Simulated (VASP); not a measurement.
Wanted: the native input for a VASP 6.6.1 run.

- Task: single point
- Functional: LDA
- Potentials or basis: VASP PAW LDA potentials, release 64 (Nb_sv)
- Cutoff: 500 eV
- k mesh: 11 × 11 × 11
- Occupations: fermi-dirac, width 0.05 eV
- Spin: no spin polarisation
- Dipole correction: no
- Further INCAR settings: ALGO = Normal; EDIFF = 1e-06; NBANDS = 12

The structure of Nb lies in POSCAR:

```
Nb
1.0
   -1.6299823056      1.6299823056      1.6299823056
    1.6299823056     -1.6299823056      1.6299823056
    1.6299823056      1.6299823056     -1.6299823056
Nb
1
Direct
    0.0000000000      0.0000000000      0.0000000000
```

This cell differs from its parent crystal: volume scaled by 0.94.

One way to write it, as run:

INCAR

```
PREC = Accurate
ENCUT = 500
EDIFF = 1E-6
ISMEAR = -1
SIGMA = 0.05
LREAL = F
LASPH = T
NELM = 120
ALGO = Normal
ISIF = 2
LWAVE = F
LCHARG = F
GGA = CA
NBANDS = 12
GGA_COMPAT = F
```

KPOINTS

```
regular mesh
0
Gamma
  11 11 11
```

Potentials or basis: VASP PAW LDA potentials, release 64 (Nb_sv).

Launch:

```sh
$ cat potpaw_LDA.64/Nb_sv/POTCAR > POTCAR
$ mpirun -np 1 vasp_std > vasp.out
```

Results of the run:

The pressure is -1.6 GPa.

Wall time 13 s on 1 thread of Intel Xeon 8259CL, with other jobs on the host, peak memory 0.13 GiB.
